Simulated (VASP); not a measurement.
# Ag (P6_3/mmc) in VASP: a series of runs

Runs on Ag. Level: LDA. Tasks: single point.

Program: VASP 6.6.1. These are calculated values, not measurements. Logs are shortened: lines on timing, memory, paths and dates and some standing lists are left out, and cuts for length are marked.

### Step 1. The cell of the first run

Symmetry: P6_3/mmc, No. 194, hexagonal system. Conventional cell: a = 2.748 Å, b = 2.748 Å, c = 4.502 Å, α = 90.00°, β = 90.00°, γ = 120.00°. Within 3.6 Å of Ag (site symmetry -6m2) lie 12 Ag at 2.75 Å.

This isn't the form of Ag at room conditions, which is fcc.

### Step 2. Single point, LDA

Input file INCAR:

```
SYSTEM = Ag
  ALGO = Normal
  EDIFF = 1E-6
  ENCUT = 520
  GGA = CA
  ISIF = 2
  ISMEAR = -1
  LASPH = .True.
  LCHARG = .False.
  LREAL = .False.
  LWAVE = .False.
  NBANDS = 18
  NELM = 80
  PREC = Accurate
  SIGMA = 0.1
```

Input file KPOINTS:

```
k-points
0
Gamma
  18 18 10
  0 0 0
```

Input file POSCAR:

```
Ag
1.0
    2.7482860896      0.0000000000      0.0000000000
   -1.3741430448      2.3800855705      0.0000000000
    0.0000000000      0.0000000000      4.5022615360
Ag
2
Direct
    0.3333333333      0.6666666667      0.2500000000
    0.6666666667      0.3333333333      0.7500000000
```

Potentials or basis: VASP PAW LDA potentials, release 64 (Ag).

The run is started by

```sh
cat potpaw_LDA.64/Ag/POTCAR > POTCAR
mpirun -np 1 vasp_std > vasp.out
```

OUTCAR:

```text
SYSTEM = Ag
   EDIFF = 1E-6
   ENCUT = 520
   GGA = CA
   ISIF = 2
   ISMEAR = -1
   LASPH = .True.
   LREAL = .False.
   NELM = 80
   PREC = Accurate

 ion  position               nearest neighbor table
   1  0.333  0.667  0.250-   2 2.75   2 2.75   2 2.75   2 2.75   2 2.75   2 2.75
   2  0.667  0.333  0.750-   1 2.75   1 2.75   1 2.75   1 2.75   1 2.75   1 2.75

  LATTYP: Found a hexagonal cell.
 ALAT       =     2.7482860896
 C/A-ratio  =     1.6382070095

  Lattice vectors:

 A1 = (   2.7482860896,   0.0000000000,   0.0000000000)
 A2 = (  -1.3741430448,   2.3800855705,   0.0000000000)
 A3 = (   0.0000000000,   0.0000000000,   4.5022615360)

Analysis of symmetry for initial positions (statically):
=====================================================================
 Subroutine PRICEL returns:
 Original cell was already a primitive cell.

 Routine SETGRP: Setting up the symmetry group for a
 hexagonal supercell.

 Subroutine GETGRP returns: Found 24 space group operations
 (whereof 12 operations were pure point group operations)
 out of a pool of 24 trial point group operations.

The static configuration has the point symmetry D_3d.
 The point group associated with its full space group is D_6h.

Analysis of symmetry for dynamics (positions and initial velocities):
=====================================================================
 Subroutine PRICEL returns:
 Original cell was already a primitive cell.

 Routine SETGRP: Setting up the symmetry group for a
 hexagonal supercell.

 Subroutine GETGRP returns: Found 24 space group operations
 (whereof 12 operations were pure point group operations)
 out of a pool of 24 trial point group operations.

The dynamic configuration has the point symmetry D_3d.
 The point group associated with its full space group is D_6h.

 Subroutine INISYM returns: Found 24 space group operations
 (whereof 12 operations are pure point group operations),
 and found     1 'primitive' translations

----------------------------------------------------------------------------------------

                                     Primitive cell

  volume of cell :      29.4500

  direct lattice vectors                    reciprocal lattice vectors
     2.748286090  0.000000000  0.000000000     0.363863138  0.210076481  0.000000000
    -1.374143045  2.380085570  0.000000000     0.000000000  0.420152961  0.000000000
[... 82 lines left out ...]
   LASPH  =      T    aspherical Exc in radial PAW
   ENCUT  =  520.0 eV  38.22 Ry    6.18 a.u.   5.11  5.11  8.37*2*pi/ulx,y,z
   NELM   =     80;   NELMIN=  2; NELMDL= -5     # of ELM steps
   EDIFF  = 0.1E-05   stopping-criterion for ELM
   LREAL  =      F    real-space projection
   EDIFFG = 0.1E-04   stopping-criterion for IOM
   NSW    =      0    number of steps for IOM
   IBRION =     -1    ionic relax: 0-MD 1-quasi-New 2-CG
   NFREE  =      0    steps in history (QN), initial steepest desc. (CG)
   ISIF   =      2    stress and relaxation
   ISYM   =      2    0-nonsym 1-usesym 2-fastsym
   POTIM  = 0.5000    time-step for ionic-motion
   TEBEG  =    0.0;   TEEND  =   0.0 temperature during run
   PSTRESS=    0.0 pullay stress
   NELECT =      22.0000    total number of electrons
   NUPDOWN=      -1.0000    fix difference up-down
   EMIN   =  10.00;   EMAX   =-10.00  energy-range for DOS
   EFERMI =   0.00;   METHOD = LEGACY
   ISMEAR =    -1;   SIGMA  =   0.10  broadening in eV -4-tet -1-fermi 0-gaus
   EFERMI_NEDOS =   21; number of points for ismear=-14 and -15
   IALGO  =     38    algorithm
   IMIX   =      4    mixing-type and parameters
     AMIX     =   0.40;   BMIX     =  1.00
     AMIX_MAG =   1.60;   BMIX_MAG =  1.00
  volume/ion in A,a.u.               =      14.72        99.37
  Fermi-wavevector in a.u.,A,eV,Ry     =   1.485436  2.807067 30.021534  2.206520
  Thomas-Fermi vector in A             =   2.598848
   LORBIT       =      0    0 simple, 1 ext, 2 COOP (PROOUT), +10 PAW based schemes
   GGA     = CA    functional components
   LHFCALC =     F    Hartree Fock is set to
   AEXX    =    0.0000 exact exchange contribution
   IVDW    =     0    specifies the selected vdW correction
   LEPSILON=     F    determine dielectric tensor
   LRPA    =     F    only Hartree local field effects (RPA)
 non-spin polarized calculation
  energy-cutoff  :      520.00
  volume of cell :       29.45
 maximum number of plane-waves:       806
   NGX = 11   NGY = 11   NGZ = 17

 number of electron      22.0000002 magnetization

 Free energy of the ion-electron system (eV)
  ---------------------------------------------------
  ext. energy  EPLUGINS =         0.00000000
  ---------------------------------------------------
  free energy    TOTEN  =        -7.44192205 eV

  energy without entropy =       -7.42111914  energy(sigma->0) =       -7.43152059

 E-fermi :  10.3971     XC(G=0): -13.4661

 val. band max:       10.3798458804   @ k =   0.2778   0.0000   0.3000
 cond. band min:      10.4135206378   @ k =   0.3333   0.0556   0.4000
 fundamental gap:      0.0336747574
 Fermi energy:        10.3970544632

 k-point     1 :       0.0000    0.0000    0.0000
  band No.  band energies     occupation
      1       1.4154      2.00000
      2       2.9586      2.00000
      3       4.9901      2.00000
      4       5.1248      2.00000
      5       5.1248      2.00000
      6       5.4390      2.00000
[... 481 lines left out ...]
      5       5.3893      2.00000
      6       5.6523      2.00000
[... 10 lines left out ...]
     17      22.5465      0.00000
     18      26.2771      0.00000

 [... further k-points ...]

------------------------ aborting loop because EDIFF is reached ----------------------------------------

  FORCE on cell =-STRESS in cart. coord.  units (eV):
  Direction    XX          YY          ZZ          XY          YZ          ZX
  --------------------------------------------------------------------------------------
  -------------------------------------------------------------------------------------
  Total        2.7888312      2.7888312      2.7842997      0.0000000     -0.0000000      0.0000000
  in kB      151.7216603    151.7216603    151.4751317      0.0000000     -0.0000000      0.0000000
  external PRESSURE =     151.6394841 kB  Pullay stress =       0.0000000 kB

 VOLUME and BASIS-vectors are now :
 -----------------------------------------------------------------------------
  energy-cutoff  :      520.00
  volume of cell :       29.45
      direct lattice vectors                 reciprocal lattice vectors
     2.748286090  0.000000000  0.000000000     0.363863138  0.210076481  0.000000000
    -1.374143045  2.380085570  0.000000000     0.000000000  0.420152961  0.000000000
     0.000000000  0.000000000  4.502261536     0.000000000  0.000000000  0.222110598

 POSITION                                       TOTAL-FORCE (eV/Angst)
 -----------------------------------------------------------------------------------
     -0.00000      1.58672      1.12557         0.000000      0.000000      0.000000
      1.37414      0.79336      3.37670         0.000000     -0.000000      0.000000
 -----------------------------------------------------------------------------------
    total drift:                                0.000000     -0.000000      0.000000

  FREE ENERGIE OF THE ION-ELECTRON SYSTEM (eV)
  ---------------------------------------------------
  free  energy   TOTEN  =        -7.4419220453 eV

  energy  without entropy=       -7.4211191393  energy(sigma->0) =       -7.43152059
```

stdout:

```text
POSCAR found type information on POSCAR Ag
 POSCAR found :  1 types and       2 ions
 scaLAPACK will be used
 LDA part: xc-table for (Slater(with rela. corr.)+CA(PZ))
 , standard interpolation
 POSCAR, INCAR and KPOINTS ok, starting setup
 FFT: planning ... GRIDC
 FFT: planning ... GRID_SOFT
 FFT: planning ... GRID
 WAVECAR not read
 entering main loop
```

It took 38 s on 1 thread of AMD EPYC 9R45 (Zen 5), shared host; peak memory 0.17 GiB.

Results:

| Item | Value |
| --- | --- |
| Free energy | -7.4419 eV |
| Pressure | 15.2 GPa |
| Band gap on the k mesh | zero (bands 11 and 12 overlap by 8.10 eV) |

Levels at points of the mesh, in eV from the Fermi level:
```
           k point  band 9  band 10  band 11  band 12  band 13  band 14
(0.00, 0.00, 0.00)   -4.48    -3.17    -3.17    -0.89     4.41    16.01
(0.50, 0.00, 0.00)   -2.92    -2.80     0.10     1.94     7.53     7.78
(0.00, 0.00, 0.50)   -3.58    -3.58    -3.58    -3.58    12.21    12.21
(0.50, 0.00, 0.50)   -2.87    -2.87     0.55     0.55     5.50     5.50
```

Caveat: the cell stands under pressure.

### Step 3. Single point, LDA

This run uses another cell than the first one, of 15.09 Å³/atom.

Input file INCAR:

```
SYSTEM = Ag
PREC = Accurate
ENCUT = 520
EDIFF = 1E-6
ISMEAR = -1
SIGMA = 0.1
LREAL = .FALSE.
LASPH = .TRUE.
NELM = 100
ALGO = Normal
ISIF = 2
LWAVE = .FALSE.
LCHARG = .FALSE.
GGA = CA
NBANDS = 18
```

Input file KPOINTS:

```
Automatic mesh
0
G
  18 18 10
  0 0 0
```

Input file POSCAR:

```
Ag
1.0
    2.7707276435      0.0000000000      0.0000000000
   -1.3853638217      2.3995205262      0.0000000000
    0.0000000000      0.0000000000      4.5398190815
Ag
2
Direct
    0.3333333333      0.6666666667      0.2500000000
    0.6666666667      0.3333333333      0.7500000000
```

Potentials or basis: VASP PAW LDA potentials, release 64 (Ag).

The run is started by

```sh
cat potpaw_LDA.64/Ag/POTCAR > POTCAR
mpirun -np 1 vasp_std > vasp.out
```

Wall time 49 s (1 thread of AMD EPYC 9R45 (Zen 5), shared host); peak memory 0.18 GiB.

Results (log left out):

```yaml
Free_energy: -7.5000 eV
Pressure: 10.1 GPa
Band_gap_on_the_k_mesh: zero (bands 11 and 12 overlap by 7.98 eV)
```

Levels at points of the mesh, in eV from the Fermi level:
```
           k point  band 9  band 10  band 11  band 12  band 13  band 14
(0.00, 0.00, 0.00)   -4.40    -3.14    -3.14    -0.81     4.25    15.98
(0.50, 0.00, 0.00)   -2.90    -2.79     0.10     1.87     7.40     7.66
(0.00, 0.00, 0.50)   -3.53    -3.53    -3.53    -3.53    12.01    12.01
(0.50, 0.00, 0.50)   -2.85    -2.85     0.58     0.58     5.34     5.34
```

Caveat: the cell stands under pressure.

### Step 4. Single point, LDA

This run uses another cell than the first one, of 15.34 Å³/atom.

Input file INCAR:

```
ALGO     = Normal         # electronic algorithm
EDIFF    = 1E-7           # SCF threshold, eV
ENCUT    = 520            # plane-wave cutoff, eV
GGA      = CA             # functional
ISIF     = 2              # what is computed and relaxed
ISMEAR   = -1             # smearing method
LASPH    = True           # aspherical terms in the spheres
LCHARG   = False          # write CHGCAR
LREAL    = False          # projectors in reciprocal space
LWAVE    = False          # write WAVECAR
NBANDS   = 18             # bands
NELM     = 60             # most SCF steps
PREC     = Accurate       # precision mode
SIGMA    = 0.1            # smearing width, eV
```

Input file KPOINTS:

```
k-points
0
Gamma
  18 18 10
```

Input file POSCAR:

```
Ag
1.0
    2.7858723147      0.0000000000      0.0000000000
   -1.3929361573      2.4126361962      0.0000000000
    0.0000000000      0.0000000000      4.5648083598
Ag
2
Direct
    0.3333333333      0.6666666667      0.2500000000
    0.6666666667      0.3333333333      0.7500000000
```

The run is started by

```sh
cat potpaw_LDA.64/Ag/POTCAR > POTCAR
mpirun -np 1 vasp_std > vasp.out
```

Wall time 52 s (1 thread of AMD EPYC 9R45 (Zen 5), shared host); peak memory 0.18 GiB.

Results (log left out):

* Free energy: -7.5272 eV
* Pressure: 7.2 GPa
* Band gap on the k mesh: zero (bands 11 and 12 overlap by 7.90 eV)

Levels at points of the mesh, in eV from the Fermi level:
```
           k point  band 8  band 9  band 10  band 11  band 12  band 13  band 14  band 15
(0.00, 0.00, 0.00)   -4.35   -4.35    -3.13    -3.13    -0.76     4.15    15.95    17.88
(0.50, 0.00, 0.00)   -2.95   -2.89    -2.78     0.11     1.83     7.32     7.58    10.30
(0.00, 0.00, 0.50)   -4.99   -3.51    -3.51    -3.51    -3.51    11.88    11.88    16.34
(0.50, 0.00, 0.50)   -3.22   -2.85    -2.85     0.61     0.61     5.23     5.23    14.44
```

Caveat: the cell stands under pressure.

### Step 5. Single point, LDA

This run uses another cell than the first one, of 15.62 Å³/atom.

Input file INCAR:

```
SYSTEM = Ag
  PREC = Accurate
  ENCUT = 520
  EDIFF = 1E-6
  ISMEAR = -1
  SIGMA = 0.1
  LREAL = .FALSE.
  LASPH = .TRUE.
  NELM = 100
  ALGO = Normal
  ISIF = 2
  LWAVE = .FALSE.
  LCHARG = .FALSE.
  NBANDS = 18
```

Input file KPOINTS:

```
regular mesh
0
G
  18 18 10
  0 0 0
```

Input file POSCAR:

```
Ag
1.0
    2.8023593287      0.0000000000      0.0000000000
   -1.4011796643      2.4269143692      0.0000000000
    0.0000000000      0.0000000000      4.5924297639
Ag
2
Direct
    0.3333333333      0.6666666667      0.2500000000
    0.6666666667      0.3333333333      0.7500000000
```

The run is started by

```sh
cat potpaw_LDA.64/Ag/POTCAR > POTCAR
mpirun -np 1 vasp_std > vasp.out
```

It took 49 s on 1 thread of AMD EPYC 9R45 (Zen 5), shared host; peak memory 0.19 GiB.

It converged, with:

```
Free energy            : -7.5470 eV
Pressure               : 4.2 GPa
Band gap on the k mesh : zero (bands 11 and 12 overlap by 7.82 eV)
```

Levels at points of the mesh, in eV from the Fermi level:
| k point | band 9 | band 10 | band 11 | band 12 | band 13 | band 14 |
| --- | --- | --- | --- | --- | --- | --- |
| (0.00, 0.00, 0.00) | -4.29 | -3.11 | -3.11 | -0.70 | 4.04 | 15.92 |
| (0.50, 0.00, 0.00) | -2.88 | -2.78 | 0.11 | 1.78 | 7.23 | 7.50 |
| (0.00, 0.00, 0.50) | -3.48 | -3.48 | -3.48 | -3.48 | 11.74 | 11.74 |
| (0.50, 0.00, 0.50) | -2.84 | -2.84 | 0.63 | 0.63 | 5.12 | 5.12 |

Caveat: the cell stands under pressure.

### Step 6. Single point, LDA

This run uses another cell than the first one, of 15.82 Å³/atom.

Input file INCAR:

```
PREC     = Accurate       # precision mode
ENCUT    = 520            # plane-wave cutoff, eV
EDIFF    = 1E-6           # SCF threshold, eV
ISMEAR   = -1             # smearing method
SIGMA    = 0.1            # smearing width, eV
LREAL    = False          # projectors in reciprocal space
LASPH    = True           # aspherical terms in the spheres
NELM     = 60             # most SCF steps
ALGO     = Normal         # electronic algorithm
ISIF     = 2              # what is computed and relaxed
LWAVE    = False          # write WAVECAR
LCHARG   = False          # write CHGCAR
NBANDS   = 18             # bands
```

Input file KPOINTS:

```
regular mesh
0
Gamma
  18 18 10
```

Input file POSCAR:

```
Ag
1.0
    2.8145316150      0.0000000000      0.0000000000
   -1.4072658075      2.4374558783      0.0000000000
    0.0000000000      0.0000000000      4.6129129357
Ag
2
Direct
    0.3333333333      0.6666666667      0.2500000000
    0.6666666667      0.3333333333      0.7500000000
```

Potentials or basis: VASP PAW LDA potentials, release 64 (Ag).

The run is started by

```sh
cat potpaw_LDA.64/Ag/POTCAR > POTCAR
mpirun -np 1 vasp_std > vasp.out
```

OUTCAR:

```text
PREC = Accurate
   ENCUT = 520
   EDIFF = 1E-6
   ISMEAR = -1
   LREAL = False
   LASPH = True
   NELM = 60
   ISIF = 2

 ion  position               nearest neighbor table
   1  0.333  0.667  0.250-   2 2.82   2 2.82   2 2.82   2 2.82   2 2.82   2 2.82
   2  0.667  0.333  0.750-   1 2.82   1 2.82   1 2.82   1 2.82   1 2.82   1 2.82

  LATTYP: Found a hexagonal cell.
 ALAT       =     2.8145316150
 C/A-ratio  =     1.6389629134

  Lattice vectors:

[... 692 lines left out ...]

------------------------ aborting loop because EDIFF is reached ----------------------------------------

  FORCE on cell =-STRESS in cart. coord.  units (eV):
  Direction    XX          YY          ZZ          XY          YZ          ZX
  --------------------------------------------------------------------------------------
  -------------------------------------------------------------------------------------
  Total        0.4224940      0.4224940      0.4199943     -0.0000000      0.0000000      0.0000000
  in kB       21.3901069     21.3901069     21.2635526     -0.0000000      0.0000000      0.0000000
  external PRESSURE =      21.3479221 kB  Pullay stress =       0.0000000 kB

 VOLUME and BASIS-vectors are now :
 -----------------------------------------------------------------------------
  energy-cutoff  :      520.00
  volume of cell :       31.65
      direct lattice vectors                 reciprocal lattice vectors
     2.814531615  0.000000000  0.000000000     0.355298905  0.205131918  0.000000000
    -1.407265807  2.437455878  0.000000000     0.000000000  0.410263837  0.000000000
     0.000000000  0.000000000  4.612912936     0.000000000  0.000000000  0.216782760

 POSITION                                       TOTAL-FORCE (eV/Angst)
 -----------------------------------------------------------------------------------
     -0.00000      1.62497      1.15323         0.000000      0.000000      0.000000
      1.40727      0.81249      3.45968         0.000000     -0.000000      0.000000
 -----------------------------------------------------------------------------------
    total drift:                               -0.000000      0.000000     -0.000000

  FREE ENERGIE OF THE ION-ELECTRON SYSTEM (eV)
  ---------------------------------------------------
  free  energy   TOTEN  =        -7.5553469690 eV

  energy  without entropy=       -7.5346646082  energy(sigma->0) =       -7.54500579
```

OSZICAR:

```text
N       E                     dE             d eps       ncg     rms          rms(c)
DAV:   1     0.126437044681E+03    0.12644E+03   -0.11922E+04  7992   0.124E+03
DAV:   2    -0.606454128423E+01   -0.13250E+03   -0.12641E+03  8314   0.275E+02
DAV:   3    -0.821508915074E+01   -0.21505E+01   -0.21435E+01  9178   0.393E+01
DAV:   4    -0.822152875723E+01   -0.64396E-02   -0.64391E-02  8830   0.212E+00
DAV:   5    -0.822157899619E+01   -0.50239E-04   -0.50239E-04  8824   0.198E-01    0.949E+00
DAV:   6    -0.759332749169E+01    0.62825E+00   -0.14316E+00  8238   0.131E+01    0.578E+00
DAV:   7    -0.756483207938E+01    0.28495E-01   -0.18476E-02  8816   0.133E+00    0.300E+00
DAV:   8    -0.755532120173E+01    0.95109E-02   -0.16495E-03  8210   0.378E-01    0.134E-01
DAV:   9    -0.755534725834E+01   -0.26057E-04   -0.16169E-05  9234   0.327E-02    0.222E-02
DAV:  10    -0.755534696896E+01    0.28939E-06   -0.30368E-06  8578   0.163E-02
   1 F= -.75553470E+01 E0= -.75450058E+01  d E =-.206824E-01
```

stdout:

```text
POSCAR found type information on POSCAR Ag
 POSCAR found :  1 types and       2 ions
 scaLAPACK will be used
 LDA part: xc-table for (Slater(with rela. corr.)+CA(PZ))
 , standard interpolation
 POSCAR, INCAR and KPOINTS ok, starting setup
 FFT: planning ... GRIDC
 FFT: planning ... GRID_SOFT
 FFT: planning ... GRID
 WAVECAR not read
 entering main loop
```

It took 49 s on 1 thread of AMD EPYC 9R45 (Zen 5), shared host; peak memory 0.19 GiB.

Results:

* Free energy: -7.5553 eV
* Pressure: 2.1 GPa
* Band gap on the k mesh: zero (bands 11 and 12 overlap by 7.76 eV)

### Step 7. Overview

| cell | gap on the mesh (eV) | pressure (GPa) |
| --- | --- | --- |
| a = 2.748, b = 2.748, c = 4.502 Å, angles 90.0, 90.0, 120.0°, 2 atoms | none | 15.2 |
| a = 2.771, b = 2.771, c = 4.540 Å, angles 90.0, 90.0, 120.0°, 2 atoms | none | 10.1 |
| a = 2.786, b = 2.786, c = 4.565 Å, angles 90.0, 90.0, 120.0°, 2 atoms | none | 7.2 |
| a = 2.802, b = 2.802, c = 4.592 Å, angles 90.0, 90.0, 120.0°, 2 atoms | none | 4.2 |
| a = 2.815, b = 2.815, c = 4.613 Å, angles 90.0, 90.0, 120.0°, 2 atoms | none | 2.1 |

Alike in all rows: task single point; level LDA; potentials or basis VASP PAW LDA potentials, release 64 (Ag); no spin polarisation; k mesh 18 × 18 × 10; cutoff (eV) 520; smearing fermi-dirac 0.1 eV.

Caveats: the cell stands under pressure (at least some runs).

Total energies depend on the potentials used, so only differences within one code and one set of settings carry meaning.
